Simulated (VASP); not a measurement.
Set up this calculation in VASP 6.6.1, as the native input.

* Task: single point
* Functional: PBE
* Potentials or basis: VASP PAW PBE potentials, release 64 (Ag)
* Cutoff: 520 eV
* k mesh: 10 × 10 × 10
* Occupations: gaussian, width 0.15 eV
* Spin: no spin polarisation
* Dipole correction: no
* Further INCAR settings: ALGO = Normal; EDIFF = 1e-06; NBANDS = 12

The structure of Ag lies in POSCAR:

```
Ag
1.0
    0.0000000000      2.0737465000      2.1043930000
    2.0737465000      0.0000000000      2.1043930000
    2.0737465000      2.0737465000      0.0000000000
Ag
1
Direct
    0.0000000000      0.0000000000      0.0000000000
```

This cell differs from its parent crystal: strain +0.015 along x and y, +0.030 along z.

These files were run (other wordings do the same):

INCAR

```
ALGO = Normal ; EDIFF = 1E-6
ENCUT = 520 ; GGA = PE
ISIF = 2 ; ISMEAR = 0
LASPH = T ; LCHARG = F
LREAL = F ; LWAVE = F
NBANDS = 12 ; NELM = 60
PREC = Accurate ; SIGMA = 0.15
```

KPOINTS

```
k-points
0
Gamma
  10 10 10
```

Potentials or basis: VASP PAW PBE potentials, release 64 (Ag).

Launch:

```console
$ cat potpaw_PBE.64/Ag/POTCAR > POTCAR
$ mpirun -np 1 vasp_std > vasp.out
```

It gave:

The pressure is -1.1 GPa.

Caveat: the cell differs from its parent crystal (strain +0.015 along x and y, +0.030 along z).

Wall time 18 s on 1 thread of Intel(R) Xeon(R) Platinum 8259CL CPU @ 2.50GHz (Skylake/Cascade Lake), on a shared host, peak memory 0.15 GiB.
